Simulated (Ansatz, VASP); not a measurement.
## One calculation of KI, two programs

```
K I
1.0
     0.00000    3.51493    3.51493
     3.51493    0.00000    3.51493
     3.51493    3.51493    0.00000
K I
1 1
Cartesian
  0.0000 0.0000 0.0000
  3.5149 3.5149 3.5149
```

Alike in both runs: task single point; functional PBE; k mesh 6 × 6 × 6; no spin polarisation.

```csv
,VASP,Ansatz
version,VASP 6.6.1,Ansatz 0.2.0
potentials or method,"VASP PAW PBE potentials, release 64 (K_sv, I)","plane waves, PAW"
plane-wave cutoff (eV),520,420
occupations,"gaussian, width 0.01 eV",fixed
valence electrons in the cell,16,26
```

|  | VASP | Ansatz | Ansatz less VASP |
| --- | --- | --- | --- |
| gap on the k mesh at the Fermi level (eV) | 4.00 | 4.00 | +0.004 |
| pressure (GPa) | 0.8 | 0.8 | -0.04 |

VASP's potentials hold 16 valence electrons a cell and Ansatz's 26, so a difference there can come from the potentials and not from the codes.

Spin-orbit coupling is off throughout.
